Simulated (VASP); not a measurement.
# Os (Fm-3m) in VASP: further runs, part 2 of 3

VASP 6.6.1. Earlier steps stand in the parts before.

## (4) Single point, PBE (volume scaled by 0.76)

File INCAR:

```
SYSTEM = Os
PREC = Accurate
ENCUT = 520
EDIFF = 1E-7
ISMEAR = -1
SIGMA = 0.1
LREAL = .False.
LASPH = .True.
NELM = 60
ALGO = Normal
ISIF = 2
LWAVE = .False.
LCHARG = .True.
GGA = PE
LELF = .True.
LVHAR = .True.
NBANDS = 10
```

File KPOINTS:

```
regular mesh
0
Gamma
  17 17 17
  0 0 0
```

File POSCAR:

```
Os
1.0
    0.0000000000      1.7599927068      1.7599927068
    1.7599927068      0.0000000000      1.7599927068
    1.7599927068      1.7599927068      0.0000000000
Os
1
Direct
    0.0000000000      0.0000000000      0.0000000000
```

Potentials or basis: VASP PAW PBE potentials, release 64 (Os).

On the command line:

```sh
$ cat potpaw_PBE.64/Os/POTCAR > POTCAR
$ mpirun -np 1 vasp_std > vasp.out
```

OUTCAR:

```text
SYSTEM = Os
   PREC = Accurate
   ENCUT = 520
   EDIFF = 1E-7
   ISMEAR = -1
   LREAL = .False.
   LASPH = .True.
   NELM = 60
   ISIF = 2
   GGA = PE

 ion  position               nearest neighbor table
   1  0.000  0.000  0.000-

  LATTYP: Found a face centered cubic cell.
 ALAT       =     3.5199854136

  Lattice vectors:

 A1 = (   0.0000000000,   1.7599927068,   1.7599927068)
 A2 = (   1.7599927068,   0.0000000000,   1.7599927068)
 A3 = (   1.7599927068,   1.7599927068,   0.0000000000)

Analysis of symmetry for initial positions (statically):
=====================================================================
 Subroutine PRICEL returns:
 Original cell was already a primitive cell.

 Routine SETGRP: Setting up the symmetry group for a
 face centered cubic supercell.

 Subroutine GETGRP returns: Found 48 space group operations
 (whereof 48 operations were pure point group operations)
 out of a pool of 48 trial point group operations.

The static configuration has the point symmetry O_h .

Analysis of symmetry for dynamics (positions and initial velocities):
=====================================================================
 Subroutine PRICEL returns:
 Original cell was already a primitive cell.

 Routine SETGRP: Setting up the symmetry group for a
 face centered cubic supercell.

 Subroutine GETGRP returns: Found 48 space group operations
 (whereof 48 operations were pure point group operations)
 out of a pool of 48 trial point group operations.

The dynamic configuration has the point symmetry O_h .

 Subroutine INISYM returns: Found 48 space group operations
 (whereof 48 operations are pure point group operations),
 and found     1 'primitive' translations

----------------------------------------------------------------------------------------

                                     Primitive cell

  volume of cell :      10.9034

  direct lattice vectors                    reciprocal lattice vectors
     0.000000000  1.759992707  1.759992707    -0.284092086  0.284092086  0.284092086
     1.759992707  0.000000000  1.759992707     0.284092086 -0.284092086  0.284092086
     1.759992707  1.759992707  0.000000000     0.284092086  0.284092086 -0.284092086

  length of vectors
     2.489005556  2.489005556  2.489005556     0.492061928  0.492061928  0.492061928

  position of ions in fractional coordinates (direct lattice)
     0.000000000  0.000000000  0.000000000

  ion indices of the primitive-cell ions
   primitive index   ion index
                 1           1

----------------------------------------------------------------------------------------

 KPOINTS: regular mesh

Automatic generation of k-mesh.
 Grid dimensions read from file:
 generate k-points for:   17   17   17

 Generating k-lattice:

  Cartesian coordinates                     Fractional coordinates (reciprocal lattice)
    -0.016711299  0.016711299  0.016711299     0.058823529  0.000000000  0.000000000
     0.016711299 -0.016711299  0.016711299     0.000000000  0.058823529  0.000000000
     0.016711299  0.016711299 -0.016711299     0.000000000  0.000000000  0.058823529

  Length of vectors
     0.028944819  0.028944819  0.028944819

  Shift w.r.t. Gamma in fractional coordinates (k-lattice)
     0.000000000  0.000000000  0.000000000

 Subroutine IBZKPT returns following result:
 ===========================================

 Found    165 irreducible k-points:

 Following reciprocal coordinates:
            Coordinates               Weight
  0.000000  0.000000  0.000000      1.000000
  0.058824  0.000000  0.000000      8.000000
  0.117647  0.000000  0.000000      8.000000
  0.176471  0.000000  0.000000      8.000000
  0.235294  0.000000  0.000000      8.000000
  0.294118  0.000000  0.000000      8.000000
[... 16 lines left out ...]
 -0.176471  0.058824  0.000000     24.000000
 -0.117647  0.058824  0.000000     24.000000
 [... further k-points ...]
   k-points           NKPTS =    165   k-points in BZ     NKDIM =    165   number of bands    NBANDS=     10
   number of dos      NEDOS =    301   number of ions     NIONS =      1
   total plane-waves  NPLWV =   8000
   dimension x,y,z NGX =    20 NGY =   20 NGZ =   20
   dimension x,y,z NGXF=    40 NGYF=   40 NGZF=   40
   ions per type =               1
   NGX,Y,Z   is equivalent  to a cutoff of  13.36, 13.36, 13.36 a.u.
   NGXF,Y,Z  is equivalent  to a cutoff of  26.72, 26.72, 26.72 a.u.
 SYSTEM =  Os
   PREC   = accura    normal or accurate (medium, high low for compatibility)
   ISTART =      0    job   : 0-new  1-cont  2-samecut
   ICHARG =      2    charge: 1-file 2-atom 10-const
   ISPIN  =      1    spin polarized calculation?
   LNONCOLLINEAR =      F non collinear calculations
   LSORBIT =      F    spin-orbit coupling
   LASPH  =      T    aspherical Exc in radial PAW
   ENCUT  =  520.0 eV  38.22 Ry    6.18 a.u.   4.63  4.63  4.63*2*pi/ulx,y,z
   NELM   =     60;   NELMIN=  2; NELMDL= -5     # of ELM steps
   EDIFF  = 0.1E-06   stopping-criterion for ELM
   LREAL  =      F    real-space projection
   EDIFFG = 0.1E-05   stopping-criterion for IOM
   NSW    =      0    number of steps for IOM
   IBRION =     -1    ionic relax: 0-MD 1-quasi-New 2-CG
   NFREE  =      0    steps in history (QN), initial steepest desc. (CG)
   ISIF   =      2    stress and relaxation
   ISYM   =      2    0-nonsym 1-usesym 2-fastsym
   POTIM  = 0.5000    time-step for ionic-motion
   TEBEG  =    0.0;   TEEND  =   0.0 temperature during run
   PSTRESS=    0.0 pullay stress
   NELECT =       8.0000    total number of electrons
   NUPDOWN=      -1.0000    fix difference up-down
   EMIN   =  10.00;   EMAX   =-10.00  energy-range for DOS
   EFERMI =   0.00;   METHOD = LEGACY
   ISMEAR =    -1;   SIGMA  =   0.10  broadening in eV -4-tet -1-fermi 0-gaus
   EFERMI_NEDOS =   21; number of points for ismear=-14 and -15
   IALGO  =     38    algorithm
   IMIX   =      4    mixing-type and parameters
     AMIX     =   0.40;   BMIX     =  1.00
     AMIX_MAG =   1.60;   BMIX_MAG =  1.00
  volume/ion in A,a.u.               =      10.90        73.58
  Fermi-wavevector in a.u.,A,eV,Ry     =   1.476558  2.790291 29.663758  2.180225
  Thomas-Fermi vector in A             =   2.591070
   LORBIT       =      0    0 simple, 1 ext, 2 COOP (PROOUT), +10 PAW based schemes
   GGA     = PE    functional components
   LHFCALC =     F    Hartree Fock is set to
   AEXX    =    0.0000 exact exchange contribution
   IVDW    =     0    specifies the selected vdW correction
   LEPSILON=     F    determine dielectric tensor
   LRPA    =     F    only Hartree local field effects (RPA)
 non-spin polarized calculation
  energy-cutoff  :      520.00
  volume of cell :       10.90
 maximum number of plane-waves:       305
   NGX =  9   NGY =  9   NGZ =  9

 number of electron       8.0000000 magnetization

 Free energy of the ion-electron system (eV)
  ---------------------------------------------------
  ext. energy  EPLUGINS =         0.00000000
  ---------------------------------------------------
  free energy    TOTEN  =        -9.38120568 eV

  energy without entropy =       -9.35783443  energy(sigma->0) =       -9.36952005

 E-fermi :  13.5750     XC(G=0): -15.5313

 val. band max:       13.5725615926   @ k =   0.4118   0.2941   0.0588
 cond. band min:      13.5909004728   @ k =   0.4118   0.2941   0.1176
 fundamental gap:      0.0183388802
 Fermi energy:        13.5750012481

 k-point     1 :       0.0000    0.0000    0.0000
  band No.  band energies     occupation
      1       0.4437      2.00000
      2       9.2323      2.00000
      3       9.2323      2.00000
      4       9.2323      2.00000
      5      13.7083      0.41720
      6      13.7083      0.41720
      7      27.3944      0.00000
      8      34.8495      0.00000
      9      34.8495      0.00000
     10      34.8495      0.00000
[... 287 lines left out ...]
 k-point    24 :      -0.1176    0.0588    0.0000
  band No.  band energies     occupation
      1       1.7408      2.00000
      2       8.4224      2.00000
      3       9.7884      2.00000
      4       9.8619      2.00000
      5      12.8419      1.99869
      6      13.7738      0.24095
      7      29.7568      0.00000
      8      31.7351      0.00000
      9      36.2367      0.00000
     10      37.9051      0.00000

 [... further k-points ...]

------------------------ aborting loop because EDIFF is reached ----------------------------------------

  FORCE on cell =-STRESS in cart. coord.  units (eV):
  Direction    XX          YY          ZZ          XY          YZ          ZX
  --------------------------------------------------------------------------------------
  -------------------------------------------------------------------------------------
  Total       14.3282314     14.3282314     14.3282314      0.0000000     -0.0000000      0.0000000
  in kB     2105.4288516   2105.4288516   2105.4288516      0.0000000     -0.0000000      0.0000000
  external PRESSURE =    2105.4288516 kB  Pullay stress =       0.0000000 kB

 VOLUME and BASIS-vectors are now :
 -----------------------------------------------------------------------------
  energy-cutoff  :      520.00
  volume of cell :       10.90
      direct lattice vectors                 reciprocal lattice vectors
     0.000000000  1.759992707  1.759992707    -0.284092086  0.284092086  0.284092086
     1.759992707  0.000000000  1.759992707     0.284092086 -0.284092086  0.284092086
     1.759992707  1.759992707  0.000000000     0.284092086  0.284092086 -0.284092086

 POSITION                                       TOTAL-FORCE (eV/Angst)
 -----------------------------------------------------------------------------------
      0.00000      0.00000      0.00000         0.000000     -0.000000     -0.000000
 -----------------------------------------------------------------------------------
    total drift:                                0.000000     -0.000000     -0.000000

  FREE ENERGIE OF THE ION-ELECTRON SYSTEM (eV)
  ---------------------------------------------------
  free  energy   TOTEN  =        -9.3812056787 eV

  energy  without entropy=       -9.3578344301  energy(sigma->0) =       -9.36952005
```

stdout:

```text
POSCAR found type information on POSCAR Os
 POSCAR found :  1 types and       1 ions
 scaLAPACK will be used
 LDA part: xc-table for (Slater+PW92), standard interpolation
 POSCAR, INCAR and KPOINTS ok, starting setup
 FFT: planning ... GRIDC
 FFT: planning ... GRID_SOFT
 FFT: planning ... GRID
 WAVECAR not read
 entering main loop
```

Run time: 45 s. Hardware: 1 thread of AMD EPYC 7R13, shared host; peak memory 0.11 GiB.

What came out:

- Free energy: -9.3812 eV
- Pressure: 210.5 GPa
- Band gap on the k mesh: zero (band 4 reaches 17.24 eV, above the bottom of band 5 at 11.25 eV)

Levels at points of the mesh, in eV from the Fermi level:
| k point | band 2 | band 3 | band 4 | band 5 | band 6 | band 7 |
| --- | --- | --- | --- | --- | --- | --- |
| (0.00, 0.00, 0.00) | -4.34 | -4.34 | -4.34 | 0.13 | 0.13 | 13.82 |

Caveat: spin-orbit coupling is left out, which moves the levels of the heavy elements.

[end of part 2 of 3]
